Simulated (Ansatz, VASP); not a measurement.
## AlP in VASP and in Ansatz

```
CELL_PARAMETERS angstrom
0.00000 2.72550 2.72550
2.72550 0.00000 2.72550
2.72550 2.72550 0.00000
ATOMIC_POSITIONS crystal
Al 0.00000 0.00000 0.00000
P 0.75000 0.75000 0.75000
```

Alike in both runs: task relaxation of cell and atoms; functional PBE; dispersion D3(BJ); k mesh 8 × 8 × 8; occupations gaussian, width 0.02 eV; no spin polarisation.

|  | VASP | Ansatz |
| --- | --- | --- |
| version | VASP 6.6.1 | Ansatz 0.2.0 |
| potentials or method | VASP PAW PBE potentials, release 64 (Al, P), cutoff 600 eV | scalar-relativistic, plane waves, PAW |
| valence electrons in the cell | 8 | 8 |

```tsv
	VASP	Ansatz	Ansatz less VASP
gap on the k mesh at the Fermi level, each at its own relaxed structure (eV)	1.57	1.57	+0.003
relaxed volume (Å³/atom)	20.25	20.26	+0.011
relaxed cell length with the largest relative difference (Å)	3.854	3.855	+0.0007
```

Noted on VASP's run: the relaxation stopped at its first step, so nothing moved.
